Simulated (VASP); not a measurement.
# Si2SbPt2 (P4/nmm) in VASP: single point with r2SCAN

Aim: the single point of Si2SbPt2 with r2SCAN.

All numbers are computed with VASP 6.6.1; they aren't measurements. Logs are shortened: lines on timing, memory, paths and dates and some standing lists are left out, and cuts for length are marked.

### Step 1. The cell of the first run

It takes space group P4/nmm (No. 129, tetragonal). Conventional cell: a = 4.223 Å, b = 4.223 Å, c = 9.907 Å, α = 90.00°, β = 90.00°, γ = 90.00°. Pt (site symmetry -4m2) has 4 Si at 2.48 Å and 4 Pt at 2.99 Å and 4 Sb at 3.30 Å within 3.3 Å. Within 3.3 Å of Pt (site symmetry 4mm) lie 5 Si at 2.43 to 2.44 Å and 4 Sb at 3.21 Å. Within 3.3 Å of Si (site symmetry -4m2) lie 4 Pt at 2.44 Å and 4 Si at 2.99 Å and 4 Sb at 3.21 Å. Si (site symmetry 4mm) has 5 Pt at 2.43 to 2.48 Å and 4 Sb at 3.23 Å within 3.3 Å. Within 4.3 Å of Sb (site symmetry 4mm) lie 9 Si at 3.21 to 3.83 Å and 9 Pt at 3.21 to 3.65 Å and 4 Sb at 4.22 Å.

### Step 2. Single point, r2SCAN

The input, POSCAR:

```
Si2SbPt2
1.0
    4.2228990000      0.0000000000      0.0000000000
    0.0000000000      4.2228990000      0.0000000000
    0.0000000000      0.0000000000      9.9066010000
Pt Si Sb
4 4 2
Direct
    0.0000000000      0.0000000000      0.0000000000
    0.5000000000      0.5000000000      0.0000000000
    0.0000000000      0.5000000000      0.3760000000
    0.5000000000      0.0000000000      0.6240000000
    0.0000000000      0.0000000000      0.5000000000
    0.5000000000      0.5000000000      0.5000000000
    0.0000000000      0.5000000000      0.1310000000
    0.5000000000      0.0000000000      0.8690000000
    0.0000000000      0.5000000000      0.7440000000
    0.5000000000      0.0000000000      0.2560000000
```

The input, INCAR.step1:

```
PREC = Accurate ; ENCUT = 520
ISMEAR = 1 ; SIGMA = 0.1038
LREAL = F ; LASPH = T
NELM = 80 ; NBANDS = 44
GGA = PE ; ALGO = Normal
EDIFF = 1E-4 ; LWAVE = T
LCHARG = F
```

The input, INCAR.step2:

```
PREC = Accurate ; ENCUT = 520
EDIFF = 1E-7 ; ISMEAR = 1
SIGMA = 0.1038 ; LREAL = F
LASPH = T ; NELM = 80
ALGO = Normal ; ISIF = 2
LWAVE = F ; LCHARG = F
METAGGA = R2SCAN ; LMIXTAU = T
NBANDS = 44 ; ISTART = 1
```

The input, KPOINTS:

```
Automatic mesh
0
Gamma
  6 6 3
```

Potentials or basis: VASP PAW PBE potentials, release 64 (Pt, Si, Sb).

Run with:

```bash
> cat potpaw_PBE.64/Pt/POTCAR potpaw_PBE.64/Si/POTCAR potpaw_PBE.64/Sb/POTCAR > POTCAR
> cp INCAR.step1 INCAR
> mpirun -np 1 vasp_std > vasp.out
> cp INCAR.step2 INCAR
> mpirun -np 1 vasp_std > vasp.out
```

OUTCAR:

```text
PREC = Accurate
   ENCUT = 520
   EDIFF = 1E-7
   ISMEAR = 1
   LREAL = F
   LASPH = T
   NELM = 80
   ISIF = 2
   METAGGA = R2SCAN
   ISTART = 1

 ion  position               nearest neighbor table
   1  0.000  0.000  0.000-   7 2.48   8 2.48   7 2.48   8 2.48   2 2.99   2 2.99   2 2.99   2 2.99
                             9 3.30  10 3.30  10 3.30   9 3.30
   2  0.500  0.500  0.000-   7 2.48   8 2.48   8 2.48   7 2.48   1 2.99   1 2.99   1 2.99   1 2.99
                             9 3.30  10 3.30   9 3.30  10 3.30
   3  0.000  0.500  0.376-   7 2.43   6 2.44   5 2.44   5 2.44   6 2.44  10 3.21  10 3.21  10 3.21
                            10 3.21
   4  0.500  0.000  0.624-   8 2.43   6 2.44   5 2.44   6 2.44   5 2.44   9 3.21   9 3.21   9 3.21
                             9 3.21
   5  0.000  0.000  0.500-   3 2.44   4 2.44   3 2.44   4 2.44   6 2.99   6 2.99   6 2.99   6 2.99
                             9 3.21  10 3.21  10 3.21   9 3.21
   6  0.500  0.500  0.500-   3 2.44   4 2.44   4 2.44   3 2.44   5 2.99   5 2.99   5 2.99   5 2.99
                             9 3.21  10 3.21   9 3.21  10 3.21
   7  0.000  0.500  0.131-   3 2.43   2 2.48   1 2.48   1 2.48   2 2.48  10 3.23  10 3.23  10 3.23
                            10 3.23
   8  0.500  0.000  0.869-   4 2.43   2 2.48   1 2.48   2 2.48   1 2.48   9 3.23   9 3.23   9 3.23
                             9 3.23
   9  0.000  0.500  0.744-   5 3.21   6 3.21   5 3.21   6 3.21   4 3.21   4 3.21   4 3.21   4 3.21
                             8 3.23   8 3.23   8 3.23   8 3.23   2 3.30   1 3.30   2 3.30   1 3.30
  10  0.500  0.000  0.256-   5 3.21   6 3.21   6 3.21   5 3.21   3 3.21   3 3.21   3 3.21   3 3.21
                             7 3.23   7 3.23   7 3.23   7 3.23   2 3.30   2 3.30   1 3.30   1 3.30

  LATTYP: Found a simple tetragonal cell.
 ALAT       =     4.2228990000
 C/A-ratio  =     2.3459242099

  Lattice vectors:

 A1 = (   4.2228990000,   0.0000000000,   0.0000000000)
 A2 = (   0.0000000000,   4.2228990000,   0.0000000000)
 A3 = (   0.0000000000,   0.0000000000,   9.9066010000)

Analysis of symmetry for initial positions (statically):
=====================================================================
 Subroutine PRICEL returns:
 Original cell was already a primitive cell.

 Routine SETGRP: Setting up the symmetry group for a
 simple tetragonal supercell.

 Subroutine GETGRP returns: Found 16 space group operations
 (whereof  8 operations were pure point group operations)
 out of a pool of 16 trial point group operations.

The static configuration has the point symmetry D_2d.
 The point group associated with its full space group is D_4h.

Analysis of symmetry for dynamics (positions and initial velocities):
=====================================================================
 Subroutine PRICEL returns:
 Original cell was already a primitive cell.

[... 135 lines left out ...]
   EFERMI_NEDOS =   21; number of points for ismear=-14 and -15
   IALGO  =     38    algorithm
   IMIX   =      4    mixing-type and parameters
     AMIX     =   0.40;   BMIX     =  1.00
     AMIX_MAG =   1.60;   BMIX_MAG =  1.00
  volume/ion in A,a.u.               =      17.67       119.22
  Fermi-wavevector in a.u.,A,eV,Ry     =   1.179073  2.228125 18.915006  1.390214
  Thomas-Fermi vector in A             =   2.315391
   LORBIT       =      0    0 simple, 1 ext, 2 COOP (PROOUT), +10 PAW based schemes
   METAGGA = R2SCAN    functional components
   LHFCALC =     F    Hartree Fock is set to
   AEXX    =    0.0000 exact exchange contribution
   IVDW    =     0    specifies the selected vdW correction
   LEPSILON=     F    determine dielectric tensor
   LRPA    =     F    only Hartree local field effects (RPA)
 non-spin polarized calculation
 Methfessel and Paxton  Order N= 1 SIGMA  =   0.10
  energy-cutoff  :      520.00
  volume of cell :      176.66
 maximum number of plane-waves:      4780
 NGX is ok and might be reduce to    32
   NGX = 15   NGY = 15   NGZ = 37

 number of electron      66.0000009 magnetization

 Free energy of the ion-electron system (eV)
  ---------------------------------------------------
  ext. energy  EPLUGINS =         0.00000000
  ---------------------------------------------------
  free energy    TOTEN  =      -294.37958215 eV

  energy without entropy =     -294.36907070  energy(sigma->0) =     -294.37607833

 E-fermi :   9.9036     XC(G=0): -12.3149

 val. band max:        9.8835364249   @ k =   0.1667   0.0000   0.3333
 cond. band min:       9.9150575665   @ k =   0.5000   0.3333   0.3333
 fundamental gap:      0.0315211416
 Fermi energy:         9.9035532046

 k-point     1 :       0.0000    0.0000    0.0000
  band No.  band energies     occupation
      1      -3.7226      2.00000
      2      -1.9742      2.00000
      3      -1.9201      2.00000
      4       0.7457      2.00000
      5       1.6534      2.00000
      6       1.8789      2.00000
[... 929 lines left out ...]
     43      15.5259      0.00000
     44      15.5259      0.00000

------------------------ aborting loop because EDIFF is reached ----------------------------------------

  FORCE on cell =-STRESS in cart. coord.  units (eV):
  Direction    XX          YY          ZZ          XY          YZ          ZX
  --------------------------------------------------------------------------------------
  -------------------------------------------------------------------------------------
  Total       -2.1134757     -2.1134757      2.0339010      0.0000000      0.0000000     -0.0000000
  in kB      -19.1673374    -19.1673374     18.4456659      0.0000000      0.0000000     -0.0000000
  external PRESSURE =      -6.6296696 kB  Pullay stress =       0.0000000 kB

 VOLUME and BASIS-vectors are now :
 -----------------------------------------------------------------------------
  energy-cutoff  :      520.00
  volume of cell :      176.66
      direct lattice vectors                 reciprocal lattice vectors
     4.222899000  0.000000000  0.000000000     0.236804148  0.000000000  0.000000000
     0.000000000  4.222899000  0.000000000     0.000000000  0.236804148  0.000000000
     0.000000000  0.000000000  9.906601000     0.000000000  0.000000000  0.100942796

 POSITION                                       TOTAL-FORCE (eV/Angst)
 -----------------------------------------------------------------------------------
      0.00000      0.00000      0.00000        -0.000000     -0.000000     -0.000000
      2.11145      2.11145      0.00000         0.000000      0.000000     -0.000000
      0.00000      2.11145      3.72488        -0.000000     -0.000000     -0.255263
      2.11145      0.00000      6.18172         0.000000     -0.000000      0.255263
      0.00000      0.00000      4.95330        -0.000000      0.000000     -0.000000
      2.11145      2.11145      4.95330        -0.000000     -0.000000     -0.000000
      0.00000      2.11145      1.29776        -0.000000     -0.000000     -0.295417
      2.11145      0.00000      8.60884        -0.000000     -0.000000      0.295417
      0.00000      2.11145      7.37051        -0.000000     -0.000000      0.627179
      2.11145      0.00000      2.53609        -0.000000      0.000000     -0.627179
 -----------------------------------------------------------------------------------
    total drift:                                0.000000     -0.000000     -0.000000

  FREE ENERGIE OF THE ION-ELECTRON SYSTEM (eV)
  ---------------------------------------------------
  free  energy   TOTEN  =      -294.3795821499 eV

  energy  without entropy=     -294.3690706961  energy(sigma->0) =     -294.37607833
```

Wall time 15 min (1 thread of AMD EPYC 7R13, shared host); peak memory 0.36 GiB.

Results:

* Free energy: -294.3796 eV
* Pressure: -0.7 GPa
* Largest force: 0.627 eV/Å
* Band gap on the k mesh: zero (bands 33 and 34 overlap by 1.79 eV)

Forces in eV/Å, atoms in the order of the input:
```
Pt   0.000  0.000  0.000
Pt   0.000  0.000  0.000
Pt   0.000  0.000 -0.255
Pt   0.000  0.000  0.255
Si   0.000  0.000  0.000
Si   0.000  0.000  0.000
Si   0.000  0.000 -0.295
Si   0.000  0.000  0.295
Sb   0.000  0.000  0.627
Sb   0.000  0.000 -0.627
```

Stress tensor (GPa, compression positive):
```
-1.92  0.00  0.00
 0.00 -1.92  0.00
 0.00  0.00  1.84
```

Caveat: the PAW data sets were made with another functional, which shifts forces and pressure a little; spin-orbit coupling is left out, which moves the levels of the heavy elements.
